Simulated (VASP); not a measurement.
Set up this calculation in VASP 6.6.1, as the native input.

* Task: single point
* Functional: PBEsol
* Potentials or basis: VASP PAW PBE potentials, release 64 (Ir)
* Cutoff: 500 eV
* k mesh: 8 × 8 × 5
* Occupations: methfessel-paxton, width 0.1 eV
* Spin: no spin polarisation
* Dipole correction: no
* Further INCAR settings: ALGO = Normal; EDIFF = 1e-06; NBANDS = 16

The structure of Ir lies in POSCAR:

```
Ir
1.0
    2.7771900000      0.0015200000     -0.0104800000
   -1.3872800000      2.3908300000     -0.0125200000
   -0.0169900000     -0.0332500000      4.4593200000
Ir
2
Direct
    0.6806600000      0.3916000000      0.7404900000
    0.2853998646      0.6097489145      0.2056142269
```

These files were run (other wordings do the same):

INCAR

```
ALGO = Normal ; EDIFF = 1E-6
ENCUT = 500 ; GGA = PS
GGA_COMPAT = F ; ISIF = 2
ISMEAR = 1 ; LASPH = T
LCHARG = F ; LREAL = F
LWAVE = F ; NBANDS = 16
NELM = 120 ; PREC = Accurate
SIGMA = 0.1
```

KPOINTS

```
k-points
0
Gamma
  8 8 5
```

Potentials or basis: VASP PAW PBE potentials, release 64 (Ir).

Launch:

```console
$ cat potpaw_PBE.64/Ir/POTCAR > POTCAR
$ mpirun -np 1 vasp_std > vasp.out
```

It gave:

The pressure is -7.7 GPa. The largest force is 2.342 eV/Å and the band gap on the k mesh is zero (bands 9 and 10 overlap by 2.58 eV).

Caveat: the cell stands under tension; the PAW data sets were made with another functional, which shifts forces and pressure a little; spin-orbit coupling is left out, which moves the levels of the heavy elements.

It took 94 s on 1 thread of Intel Xeon 8259CL (shared host), peak memory 0.19 GiB.
